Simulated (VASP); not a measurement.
# MgZn2O3 (P-3m1) in VASP: further runs, part 2 of 3

VASP 6.6.1. Earlier steps stand in the parts before.

### 4 Single point, r2SCAN

This run uses another cell than the first one, of 9.58 Å³/atom.

File POSCAR:

```
MgZn2O3
1.0
    3.0057061982      0.0000000000      0.0000000000
   -1.5028530991      2.6030179240      0.0000000000
    0.0000000000      0.0000000000      7.3429055970
Mg Zn O
1 2 3
Direct
    0.0000000000      0.0000000000      0.0000000000
    0.3333333333      0.6666666667      0.6682898344
    0.6666666667      0.3333333333      0.3317101656
    0.3333333333      0.6666666667      0.1613721608
    0.6666666667      0.3333333333      0.8386278392
    0.0000000000      0.0000000000      0.5000000000
```

File INCAR.step1:

```
SYSTEM = MgZn2O3
ALGO = Normal ; EDIFF = 1E-4
ENCUT = 520 ; GGA = PE
ISMEAR = -1 ; LASPH = .TRUE.
LCHARG = .FALSE. ; LREAL = .FALSE.
LWAVE = .TRUE. ; NBANDS = 31
NELM = 60 ; PREC = Accurate
SIGMA = 0.02
```

File INCAR.step2:

```
SYSTEM = MgZn2O3
ALGO = Normal ; EDIFF = 1E-6
ENCUT = 520 ; ISIF = 2
ISMEAR = -1 ; ISTART = 1
LASPH = .TRUE. ; LCHARG = .FALSE.
LMIXTAU = .TRUE. ; LREAL = .FALSE.
LWAVE = .FALSE. ; METAGGA = R2SCAN
NBANDS = 31 ; NELM = 60
PREC = Accurate ; SIGMA = 0.02
```

File KPOINTS:

```
k-points
0
G
  12 12 4
  0 0 0
```

Potentials or basis: VASP PAW PBE potentials, release 64 (Mg, Zn, O).

Run with:

```console
> cat potpaw_PBE.64/Mg/POTCAR potpaw_PBE.64/Zn/POTCAR potpaw_PBE.64/O/POTCAR > POTCAR
> cp INCAR.step1 INCAR
> mpirun -np 1 vasp_std > vasp.out
> cp INCAR.step2 INCAR
> mpirun -np 1 vasp_std > vasp.out
```

OUTCAR:

```text
SYSTEM = MgZn2O3
   EDIFF = 1E-6
   ENCUT = 520
   ISIF = 2
   ISMEAR = -1
   ISTART = 1
   LASPH = .TRUE.
   LREAL = .FALSE.
   METAGGA = R2SCAN
   NELM = 60
   PREC = Accurate

 ion  position               nearest neighbor table
   1  0.000  0.000  0.000-   4 2.10   5 2.10   5 2.10   4 2.10   5 2.10   4 2.10   2 2.99   3 2.99
                             2 2.99   3 2.99   3 2.99   2 2.99
   2  0.333  0.667  0.668-   6 2.13   6 2.13   6 2.13   5 2.14   5 2.14   5 2.14   1 2.99   1 2.99
                             1 2.99   3 3.02   3 3.02   3 3.02
   3  0.667  0.333  0.332-   6 2.13   6 2.13   6 2.13   4 2.14   4 2.14   4 2.14   1 2.99   1 2.99
                             1 2.99   2 3.02   2 3.02   2 3.02
   4  0.333  0.667  0.161-   1 2.10   1 2.10   1 2.10   3 2.14   3 2.14   3 2.14
   5  0.667  0.333  0.839-   1 2.10   1 2.10   1 2.10   2 2.14   2 2.14   2 2.14
   6  0.000  0.000  0.500-   2 2.13   3 2.13   3 2.13   2 2.13   3 2.13   2 2.13

  LATTYP: Found a hexagonal cell.
 ALAT       =     3.0057061982
 C/A-ratio  =     2.4429884735

  Lattice vectors:

 A1 = (   3.0057061982,   0.0000000000,   0.0000000000)
 A2 = (  -1.5028530991,   2.6030179240,   0.0000000000)
 A3 = (   0.0000000000,   0.0000000000,   7.3429055970)

Analysis of symmetry for initial positions (statically):
=====================================================================
 Subroutine PRICEL returns:
 Original cell was already a primitive cell.

 Routine SETGRP: Setting up the symmetry group for a
 hexagonal supercell.

 Subroutine GETGRP returns: Found 12 space group operations
 (whereof 12 operations were pure point group operations)
 out of a pool of 24 trial point group operations.

The static configuration has the point symmetry D_3d.

Analysis of symmetry for dynamics (positions and initial velocities):
=====================================================================
 Subroutine PRICEL returns:
 Original cell was already a primitive cell.

 Routine SETGRP: Setting up the symmetry group for a
 hexagonal supercell.

 Subroutine GETGRP returns: Found 12 space group operations
 (whereof 12 operations were pure point group operations)
 out of a pool of 24 trial point group operations.

The dynamic configuration has the point symmetry D_3d.

 Subroutine INISYM returns: Found 12 space group operations
 (whereof 12 operations are pure point group operations),
 and found     1 'primitive' translations

----------------------------------------------------------------------------------------

                                     Primitive cell

  volume of cell :      57.4502

  direct lattice vectors                    reciprocal lattice vectors
     3.005706198  0.000000000  0.000000000     0.332700515  0.192084732  0.000000000
    -1.502853099  2.603017924  0.000000000     0.000000000  0.384169464  0.000000000
     0.000000000  0.000000000  7.342905597     0.000000000  0.000000000  0.136185872

  length of vectors
     3.005706198  3.005706198  7.342905597     0.384169464  0.384169464  0.136185872

  position of ions in fractional coordinates (direct lattice)
     0.000000000  0.000000000  0.000000000
     0.333333333  0.666666667  0.668289834
     0.666666667  0.333333333  0.331710166
[... 40 lines left out ...]
            Coordinates               Weight
  0.000000  0.000000  0.000000      1.000000
  0.083333 -0.000000  0.000000      6.000000
  0.166667  0.000000  0.000000      6.000000
  0.250000  0.000000  0.000000      6.000000
  0.333333  0.000000  0.000000      6.000000
  0.416667  0.000000  0.000000      6.000000
[... 16 lines left out ...]
  0.166667  0.000000  0.250000      6.000000
  0.000000  0.166667  0.250000      6.000000
 [... further k-points ...]
   k-points           NKPTS =     69   k-points in BZ     NKDIM =     69   number of bands    NBANDS=     31
   number of dos      NEDOS =    301   number of ions     NIONS =      6
   total plane-waves  NPLWV =  32256
   dimension x,y,z NGX =    24 NGY =   24 NGZ =   56
   dimension x,y,z NGXF=    48 NGYF=   48 NGZF=  112
   ions per type =               1   2   3
   NGX,Y,Z   is equivalent  to a cutoff of  13.27, 13.27, 12.68 a.u.
   NGXF,Y,Z  is equivalent  to a cutoff of  26.55, 26.55, 25.36 a.u.
 SYSTEM =  MgZn2O3
   PREC   = accura    normal or accurate (medium, high low for compatibility)
   ISTART =      1    job   : 0-new  1-cont  2-samecut
   ICHARG =      0    charge: 1-file 2-atom 10-const
   ISPIN  =      1    spin polarized calculation?
   LNONCOLLINEAR =      F non collinear calculations
   LSORBIT =      F    spin-orbit coupling
   LASPH  =      T    aspherical Exc in radial PAW
   ENCUT  =  520.0 eV  38.22 Ry    6.18 a.u.   5.59  5.59 13.65*2*pi/ulx,y,z
   NELM   =     60;   NELMIN=  2; NELMDL=  0     # of ELM steps
   EDIFF  = 0.1E-05   stopping-criterion for ELM
   LREAL  =      F    real-space projection
   EDIFFG = 0.1E-04   stopping-criterion for IOM
   NSW    =      0    number of steps for IOM
   IBRION =     -1    ionic relax: 0-MD 1-quasi-New 2-CG
   NFREE  =      0    steps in history (QN), initial steepest desc. (CG)
   ISIF   =      2    stress and relaxation
   ISYM   =      2    0-nonsym 1-usesym 2-fastsym
   POTIM  = 0.5000    time-step for ionic-motion
   TEBEG  =    0.0;   TEEND  =   0.0 temperature during run
   PSTRESS=    0.0 pullay stress
   NELECT =      44.0000    total number of electrons
   NUPDOWN=      -1.0000    fix difference up-down
   EMIN   =  10.00;   EMAX   =-10.00  energy-range for DOS
   EFERMI =   0.00;   METHOD = LEGACY
   ISMEAR =    -1;   SIGMA  =   0.02  broadening in eV -4-tet -1-fermi 0-gaus
   EFERMI_NEDOS =   21; number of points for ismear=-14 and -15
   IALGO  =     38    algorithm
   IMIX   =      4    mixing-type and parameters
     AMIX     =   0.40;   BMIX     =  1.00
     AMIX_MAG =   1.60;   BMIX_MAG =  1.00
  volume/ion in A,a.u.               =       9.58        64.62
  Fermi-wavevector in a.u.,A,eV,Ry     =   1.497828  2.830484 30.524503  2.243488
  Thomas-Fermi vector in A             =   2.609665
   LORBIT       =      0    0 simple, 1 ext, 2 COOP (PROOUT), +10 PAW based schemes
   METAGGA = R2SCAN    functional components
   LHFCALC =     F    Hartree Fock is set to
   AEXX    =    0.0000 exact exchange contribution
   IVDW    =     0    specifies the selected vdW correction
   LEPSILON=     F    determine dielectric tensor
   LRPA    =     F    only Hartree local field effects (RPA)
 non-spin polarized calculation
  energy-cutoff  :      520.00
  volume of cell :       57.45
 maximum number of plane-waves:      1571
 NGX is ok and might be reduce to    24
   NGX = 11   NGY = 11   NGZ = 27

 number of electron      43.9999999 magnetization

 Free energy of the ion-electron system (eV)
  ---------------------------------------------------
  ext. energy  EPLUGINS =         0.00000000
  ---------------------------------------------------
  free energy    TOTEN  =       -52.06577439 eV

  energy without entropy =      -52.06577439  energy(sigma->0) =      -52.06577439

 E-fermi :   3.1202     XC(G=0): -12.6392

 val. band max:        2.6590254619   @ k =   0.0000   0.0000   0.0000
 cond. band min:       5.2591988050   @ k =   0.0000   0.0000   0.0000
 fundamental gap:      2.6001733431
 Fermi energy:         3.1201688173

 k-point     1 :       0.0000    0.0000    0.0000
  band No.  band energies     occupation
      1     -16.5970      2.00000
      2     -15.7063      2.00000
      3     -15.5734      2.00000
      4      -3.7094      2.00000
      5      -2.8635      2.00000
      6      -2.7800      2.00000
[... 805 lines left out ...]
     30      17.3690      0.00000
     31      17.9380      0.00000

 [... further k-points ...]

------------------------ aborting loop because EDIFF is reached ----------------------------------------

  FORCE on cell =-STRESS in cart. coord.  units (eV):
  Direction    XX          YY          ZZ          XY          YZ          ZX
  --------------------------------------------------------------------------------------
  -------------------------------------------------------------------------------------
  Total        0.2241075      0.2241075      0.1535765     -0.0000000      0.0000000      0.0000000
  in kB        6.2499333      6.2499333      4.2829581     -0.0000000      0.0000000      0.0000000
  external PRESSURE =       5.5942749 kB  Pullay stress =       0.0000000 kB

 VOLUME and BASIS-vectors are now :
 -----------------------------------------------------------------------------
  energy-cutoff  :      520.00
  volume of cell :       57.45
      direct lattice vectors                 reciprocal lattice vectors
     3.005706198  0.000000000  0.000000000     0.332700515  0.192084732  0.000000000
    -1.502853099  2.603017924  0.000000000     0.000000000  0.384169464  0.000000000
     0.000000000  0.000000000  7.342905597     0.000000000  0.000000000  0.136185872

 POSITION                                       TOTAL-FORCE (eV/Angst)
 -----------------------------------------------------------------------------------
      0.00000      0.00000      0.00000        -0.000000      0.000000      0.000000
     -0.00000      1.73535      4.90719        -0.000000      0.000000      0.015747
      1.50285      0.86767      2.43572         0.000000     -0.000000     -0.015747
     -0.00000      1.73535      1.18494        -0.000000      0.000000     -0.105174
      1.50285      0.86767      6.15797        -0.000000     -0.000000      0.105174
      0.00000      0.00000      3.67145        -0.000000      0.000000      0.000000
 -----------------------------------------------------------------------------------
    total drift:                               -0.000000      0.000000      0.000000

  FREE ENERGIE OF THE ION-ELECTRON SYSTEM (eV)
  ---------------------------------------------------
  free  energy   TOTEN  =       -52.0657743905 eV

  energy  without entropy=      -52.0657743905  energy(sigma->0) =      -52.06577439
```

Run time: 2.9 min. Hardware: 1 thread of Intel Xeon 6975P-C (Granite Rapids), shared host; peak memory 0.25 GiB.

What came out:

| Property | Result |
| --- | --- |
| Free energy | -52.0658 eV |
| Pressure | 0.6 GPa |
| Largest force | 0.105 eV/Å |
| Band gap on the k mesh | 2.60 eV |

Forces in eV/Å, atoms in the order of the input:
```
Mg   0.000  0.000  0.000
Zn   0.000  0.000  0.016
Zn   0.000  0.000 -0.016
O    0.000  0.000 -0.105
O    0.000  0.000  0.105
O    0.000  0.000  0.000
```

Levels at points of the mesh, in eV from the valence-band top:
```tsv
k point	band 18	band 19	band 20	band 21	band 22	band 23	band 24	band 25	band 26	band 27
(0.00, 0.00, 0.00)	-1.05	-0.95	-0.95	0.00	0.00	2.60	6.36	6.55	11.50	12.48
(0.50, 0.00, 0.00)	-2.48	-1.65	-1.21	-0.71	-0.33	6.16	7.84	8.29	10.02	11.04
(0.00, 0.00, 0.50)	-1.32	-0.60	-0.60	-0.10	-0.10	3.88	4.94	6.93	11.54	13.93
(0.50, 0.00, 0.50)	-2.28	-2.14	-1.56	-0.16	-0.12	6.56	6.91	8.27	10.47	11.50
```

Caveat: the PAW data sets were made with another functional, which shifts forces and pressure a little.

(Part 2 of 3 ends here.)
